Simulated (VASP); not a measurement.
# Dy2Ti (P6/mmm) in VASP: notebook

The runs below take Dy2Ti through relaxation of cell and atoms, single point, with PBE.

All numbers are computed with VASP 6.6.1; they aren't measurements. Logs are shortened: lines on timing, memory, paths and dates and some standing lists are left out, and cuts for length are marked.

## (1) The cell of the first run

It takes space group P6/mmm (No. 191, hexagonal). The conventional cell has a = 4.920 Å, b = 4.920 Å, c = 3.341 Å, α = 90.00°, β = 90.00°, γ = 120.00°. Within 3.7 Å of Dy (site symmetry -6m2) lie 5 Dy at 2.84 to 3.34 Å and 6 Ti at 3.30 Å. Ti (site symmetry 6/mmm) has 12 Dy at 3.30 Å and 2 Ti at 3.34 Å within 4.3 Å.

The cell was built from a structure type or drawn by symmetry, and may not be a known phase.

## (2) Relaxation of cell and atoms, PBE

File INCAR:

```
PREC = Accurate
ENCUT = 500
EDIFF = 1E-7
ISMEAR = 0
SIGMA = 0.2
LREAL = False
LASPH = True
NELM = 200
ALGO = Normal
ISIF = 3
LWAVE = False
LCHARG = False
GGA = PE
IBRION = 2
NSW = 36
EDIFFG = -0.08
GGA_COMPAT = False
NELMIN = 4
LMAXMIX = 6
```

File KPOINTS:

```
regular mesh
0
Gamma
  5 5 6
```

File POSCAR:

```
Dy2Ti
1.0
    4.9202380800      0.0000000000      0.0000000000
   -2.4601190400      4.2610511700      0.0000000000
    0.0000000000      0.0000000000      3.3411180900
Dy Ti
2 1
Direct
    0.3333333300      0.6666666700      0.0000000000
    0.6666666700      0.3333333300      0.0000000000
    0.0000000000      0.0000000000      0.5000000000
```

Potentials or basis: VASP PAW PBE potentials, release 64 (Dy_3, Ti_sv), 4f in core.

Run with:

```console
> cat potpaw_PBE.64/Dy_3/POTCAR potpaw_PBE.64/Ti_sv/POTCAR > POTCAR
> mpirun -np 1 vasp_std > vasp.out
```

OUTCAR:

```text
PREC = Accurate
   ENCUT = 500
   EDIFF = 1E-7
   ISMEAR = 0
   LREAL = False
   LASPH = True
   NELM = 200
   ISIF = 3
   GGA = PE
   IBRION = 2
   NSW = 36
   EDIFFG = -0.08
   NELMIN = 4

 ion  position               nearest neighbor table
   1  0.333  0.667  0.000-   2 2.84   2 2.84   2 2.84   3 3.30   3 3.30   3 3.30   3 3.30   3 3.30
                             3 3.30
   2  0.667  0.333  0.000-   1 2.84   1 2.84   1 2.84   3 3.30   3 3.30   3 3.30   3 3.30   3 3.30
                             3 3.30
   3  0.000  0.000  0.500-   1 3.30   2 3.30   1 3.30   2 3.30   2 3.30   2 3.30   1 3.30   1 3.30
                             2 3.30   2 3.30   1 3.30   1 3.30

  LATTYP: Found a hexagonal cell.
 ALAT       =     4.9202380800
 C/A-ratio  =     0.6790561830

  Lattice vectors:

 A1 = (   4.9202380800,   0.0000000000,   0.0000000000)
 A2 = (  -2.4601190400,   4.2610511700,   0.0000000000)
 A3 = (   0.0000000000,   0.0000000000,   3.3411180900)

Analysis of symmetry for initial positions (statically):
=====================================================================
 Subroutine PRICEL returns:
 Original cell was already a primitive cell.

 Routine SETGRP: Setting up the symmetry group for a
 hexagonal supercell.

 Subroutine GETGRP returns: Found 24 space group operations
 (whereof 24 operations were pure point group operations)
 out of a pool of 24 trial point group operations.

The static configuration has the point symmetry D_6h.

Analysis of symmetry for dynamics (positions and initial velocities):
=====================================================================
 Subroutine PRICEL returns:
 Original cell was already a primitive cell.

 Routine SETGRP: Setting up the symmetry group for a
 hexagonal supercell.

 Subroutine GETGRP returns: Found 24 space group operations
 (whereof 24 operations were pure point group operations)
 out of a pool of 24 trial point group operations.

The dynamic configuration has the point symmetry D_6h.

 Subroutine INISYM returns: Found 24 space group operations
 (whereof 24 operations are pure point group operations),
 and found     1 'primitive' translations

----------------------------------------------------------------------------------------

                                     Primitive cell

  volume of cell :      70.0478

  direct lattice vectors                    reciprocal lattice vectors
     4.920238080  0.000000000  0.000000000     0.203242198  0.117341937  0.000000000
    -2.460119040  4.261051170  0.000000000     0.000000000  0.234683875  0.000000000
[... 75 lines left out ...]
   ICHARG =      2    charge: 1-file 2-atom 10-const
   ISPIN  =      1    spin polarized calculation?
   LNONCOLLINEAR =      F non collinear calculations
   LSORBIT =      F    spin-orbit coupling
   LASPH  =      T    aspherical Exc in radial PAW
   ENCUT  =  500.0 eV  36.75 Ry    6.06 a.u.   8.97  8.97  6.09*2*pi/ulx,y,z
   NELM   =    200;   NELMIN=  4; NELMDL= -5     # of ELM steps
   EDIFF  = 0.1E-06   stopping-criterion for ELM
   LREAL  =      F    real-space projection
   EDIFFG = -.8E-01   stopping-criterion for IOM
   NSW    =     36    number of steps for IOM
   IBRION =      2    ionic relax: 0-MD 1-quasi-New 2-CG
   NFREE  =      1    steps in history (QN), initial steepest desc. (CG)
   ISIF   =      3    stress and relaxation
   ISYM   =      2    0-nonsym 1-usesym 2-fastsym
   POTIM  = 0.5000    time-step for ionic-motion
   TEBEG  =    0.0;   TEEND  =   0.0 temperature during run
   PSTRESS=    0.0 pullay stress
   NELECT =      30.0000    total number of electrons
   NUPDOWN=      -1.0000    fix difference up-down
   EMIN   =  10.00;   EMAX   =-10.00  energy-range for DOS
   EFERMI =   0.00;   METHOD = LEGACY
   ISMEAR =     0;   SIGMA  =   0.20  broadening in eV -4-tet -1-fermi 0-gaus
   EFERMI_NEDOS =   21; number of points for ismear=-14 and -15
   IALGO  =     38    algorithm
   IMIX   =      4    mixing-type and parameters
     AMIX     =   0.40;   BMIX     =  1.00
     AMIX_MAG =   1.60;   BMIX_MAG =  1.00
  volume/ion in A,a.u.               =      23.35       157.57
  Fermi-wavevector in a.u.,A,eV,Ry     =   1.234005  2.331932 20.718530  1.522769
  Thomas-Fermi vector in A             =   2.368713
   LORBIT       =      0    0 simple, 1 ext, 2 COOP (PROOUT), +10 PAW based schemes
   GGA     = PE    functional components
   LHFCALC =     F    Hartree Fock is set to
   AEXX    =    0.0000 exact exchange contribution
   IVDW    =     0    specifies the selected vdW correction
   LEPSILON=     F    determine dielectric tensor
   LRPA    =     F    only Hartree local field effects (RPA)
 conjugate gradient relaxation of ions
 non-spin polarized calculation
 Gauss-broadening in eV      SIGMA  =   0.20
  energy-cutoff  :      500.00
  volume of cell :       70.05
 maximum number of plane-waves:      1802
 NGX is ok and might be reduce to    36
   NGX = 17   NGY = 17   NGZ = 13

--------------------------------------- Ionic step        1  -------------------------------------------

 number of electron      29.9999998 magnetization

 Free energy of the ion-electron system (eV)
  ---------------------------------------------------
  ext. energy  EPLUGINS =         0.00000000
  ---------------------------------------------------
  free energy    TOTEN  =       -15.65308099 eV

  energy without entropy =      -15.55653862  energy(sigma->0) =      -15.60480980

------------------------ aborting loop because EDIFF is reached ----------------------------------------

  FORCE on cell =-STRESS in cart. coord.  units (eV):
  Direction    XX          YY          ZZ          XY          YZ          ZX
  --------------------------------------------------------------------------------------
  -------------------------------------------------------------------------------------
  Total        4.8535417      4.8535417     -0.9648227      0.0000000      0.0000000      0.0000000
  in kB      111.0132090    111.0132090    -22.0680213      0.0000000      0.0000000      0.0000000
  external PRESSURE =      66.6527989 kB  Pullay stress =       0.0000000 kB
[... 98 lines left out ...]
--------------------------------------- Ionic step        4  -------------------------------------------

 number of electron      29.9999998 magnetization

 Free energy of the ion-electron system (eV)
  ---------------------------------------------------
  ext. energy  EPLUGINS =         0.00000000
  ---------------------------------------------------
  free energy    TOTEN  =       -15.99167281 eV

  energy without entropy =      -15.86217503  energy(sigma->0) =      -15.92692392

 E-fermi :   4.3002     XC(G=0): -10.4279

 val. band max:        4.2942745900   @ k =   0.2000   0.2000   0.1667
 cond. band min:       4.3056553655   @ k =   0.2000   0.2000   0.3333
 fundamental gap:      0.0113807755
 Fermi energy:         4.3001709810

 k-point     1 :       0.0000    0.0000    0.0000
  band No.  band energies     occupation
      1     -52.8539      2.00000
      2     -29.1364      2.00000
      3     -29.1364      2.00000
      4     -28.8708      2.00000
      5     -19.0937      2.00000
      6     -19.0937      2.00000
[... 459 lines left out ...]
  FREE ENERGIE OF THE ION-ELECTRON SYSTEM (eV)
  ---------------------------------------------------
  free  energy   TOTEN  =       -15.9916728132 eV

  energy  without entropy=      -15.8621750333  energy(sigma->0) =      -15.92692392

 reached required accuracy - stopping structural energy minimisation
```

OSZICAR:

```text
N       E                     dE             d eps       ncg     rms          rms(c)
DAV:   1     0.221206241121E+03    0.22121E+03   -0.14841E+04   760   0.157E+03
DAV:   2     0.494694739896E+01   -0.21626E+03   -0.21265E+03   768   0.480E+02
DAV:   3    -0.176476335449E+02   -0.22595E+02   -0.21720E+02  1474   0.104E+02
[... 56 lines left out ...]
DAV:   6    -0.159913675497E+02   -0.81954E-03   -0.19158E-03  1150   0.274E-01    0.188E-01
DAV:   7    -0.159916978336E+02   -0.33028E-03   -0.12029E-03  1182   0.182E-01    0.109E-01
DAV:   8    -0.159916721066E+02    0.25727E-04   -0.16665E-04  1219   0.849E-02    0.400E-02
DAV:   9    -0.159916734165E+02   -0.13099E-05   -0.14825E-05  1185   0.255E-02    0.145E-02
DAV:  10    -0.159916728070E+02    0.60949E-06   -0.47012E-06  1184   0.130E-02    0.292E-03
DAV:  11    -0.159916728132E+02   -0.62041E-08   -0.48172E-07   998   0.304E-03
   4 F= -.15991673E+02 E0= -.15926924E+02  d E =-.211669E-01
```

CONTCAR:

```text
Dy2Ti
   1.00000000000000
     5.2618925863716219    0.0000000000000000   -0.0000000000000000
    -2.6309462931858110    4.5569326518461617   -0.0000000000000000
     0.0000000000000000    0.0000000000000000    3.2159871839328864
  Dy              Ti
     2     1
Direct
     0.3333333300000021    0.6666666699999979    0.0000000000000000
     0.6666666699999979    0.3333333300000021    1.0000000000000000
     0.0000000000000000    0.0000000000000000    0.5000000000000000

  0.00000000E+00  0.00000000E+00  0.00000000E+00
  0.00000000E+00  0.00000000E+00  0.00000000E+00
  0.00000000E+00  0.00000000E+00  0.00000000E+00
```

Wall time 66 s (1 thread of AMD EPYC 9R45 (Zen 5), shared host); peak memory 0.17 GiB.

Results:

```yaml
Free_energy: -15.9917 eV
Relaxed_volume: 25.70 Å³/atom
Relaxed_cell: a = 5.262 Å, b = 5.262 Å, c = 3.216 Å, α = 90.00°, β = 90.00°, γ = 120.00°
Space_group_after_relaxing_to_0.1_Å: P6/mmm (No. 191)
Energy_gained_by_relaxing: 112.9 meV/atom
Ionic_steps: 4
Pressure_after_relaxing: -0.1 GPa
Band_gap_on_the_k_mesh: zero (bands 15 and 16 overlap by 0.97 eV)
```

Stress tensor (GPa, compression positive):
```
 0.07  0.00  0.00
 0.00  0.07  0.00
 0.00  0.00 -0.47
```

Step by step:
```tsv
step	energy change (eV)	largest force (eV/Å)	pressure (GPa)	volume (Å³)
1	0.0000	0.0000	6.67	70.05
2	-0.3124	0.0000	-2.05	80.15
3	-0.3174	0.0000	-1.18	78.82
4	-0.3386	0.0000	-0.11	77.11
```

Final structure:
```cif
data_structure
_symmetry_space_group_name_H-M 'P 1'
_symmetry_Int_Tables_number 1
_cell_length_a 5.2619
_cell_length_b 5.2619
_cell_length_c 3.2160
_cell_angle_alpha 90.000
_cell_angle_beta 90.000
_cell_angle_gamma 120.000
_cell_volume 77.11
loop_
_atom_site_label
_atom_site_type_symbol
_atom_site_fract_x
_atom_site_fract_y
_atom_site_fract_z
_atom_site_occupancy
Dy1 Dy 0.33333 0.66667 0.00000 1
Dy2 Dy 0.66667 0.33333 0.00000 1
Ti1 Ti 0.00000 0.00000 0.50000 1
```

Levels at points of the mesh, in eV from the Fermi level:
```csv
k point,band 13,band 14,band 15,band 16,band 17,band 18
"(0.00, 0.00, 0.00)",-0.13,-0.13,0.11,0.11,0.48,1.09
"(0.00, 0.00, 0.50)",-1.58,-0.79,-0.74,-0.74,1.55,1.55
```

Caveat: spin-orbit coupling is left out, which moves the levels of the heavy elements; the 4f electrons are frozen in the core, so they carry no moment and show no levels. Spin polarisation is off, so any magnetic state and its effect on volume and gap are missing.

## (3) Single point, PBE

This run uses another cell than the first one, of 25.39 Å³/atom.

File INCAR:

```
PREC     = Accurate       # precision mode
ENCUT    = 500            # plane-wave cutoff, eV
EDIFF    = 1E-6           # SCF threshold, eV
ISMEAR   = 0              # smearing method
SIGMA    = 0.1            # smearing width, eV
LREAL    = F              # projectors in reciprocal space
LASPH    = T              # aspherical terms in the spheres
NELM     = 200            # most SCF steps
ALGO     = Normal         # electronic algorithm
ISIF     = 2              # what is computed and relaxed
LWAVE    = F              # write WAVECAR
LCHARG   = T              # write CHGCAR
GGA      = PE             # functional
LELF     = T              # ELF
LVHAR    = T            
NBANDS   = 22             # bands
GGA_COMPAT= F            
LMAXMIX  = 6              # l up to which the mixer works
```

File KPOINTS:

```
Automatic mesh
0
Gamma
  12 12 12
```

File POSCAR:

```
Dy2Ti
1.0
    5.2359972122      0.0000000000      0.0000000000
   -2.6179986061      4.5345065999      0.0000000000
    0.0000000000      0.0000000000      3.2083182632
Dy Ti
2 1
Direct
    0.3333333333      0.6666666667      0.5000000000
    0.6666666667      0.3333333333      0.5000000000
    0.0000000000      0.0000000000      0.0000000000
```

Potentials or basis: VASP PAW PBE potentials, release 64 (Dy_3, Ti_sv), 4f in core.

Run with:

```console
> cat potpaw_PBE.64/Dy_3/POTCAR potpaw_PBE.64/Ti_sv/POTCAR > POTCAR
> mpirun -np 1 vasp_std > vasp.out
```

It took 2.1 min on 1 thread of Intel Xeon 6975P-C (Granite Rapids), shared host; peak memory 0.34 GiB.

Results (log left out):

```
Free energy            : -15.9661 eV
Pressure               : 0.5 GPa
Band gap on the k mesh : zero (bands 15 and 16 overlap by 1.03 eV)
```

Stress tensor (GPa, compression positive):
```
0.54 0.00 0.00
0.00 0.54 0.00
0.00 0.00 0.32
```

Levels at points of the mesh, in eV from the Fermi level:
| k point | band 11 | band 12 | band 13 | band 14 | band 15 | band 16 | band 17 | band 18 | band 19 | band 20 |
| --- | --- | --- | --- | --- | --- | --- | --- | --- | --- | --- |
| (0.00, 0.00, 0.00) | -5.19 | -1.32 | -0.10 | -0.10 | 0.12 | 0.12 | 0.53 | 1.12 | 1.52 | 1.52 |
| (0.50, 0.00, 0.00) | -2.99 | -2.95 | -2.04 | 0.11 | 0.20 | 0.28 | 0.55 | 1.22 | 1.31 | 1.57 |
| (0.00, 0.00, 0.50) | -1.92 | -1.60 | -1.60 | -0.76 | -0.74 | -0.74 | 1.58 | 1.58 | 2.52 | 2.52 |
| (0.50, 0.00, 0.50) | -2.08 | -1.45 | -1.22 | -0.48 | -0.19 | 0.10 | 0.48 | 0.71 | 1.67 | 2.28 |

Caveat: spin-orbit coupling is left out, which moves the levels of the heavy elements; the 4f electrons are frozen in the core, so they carry no moment and show no levels.

[end of part 1 of 2]
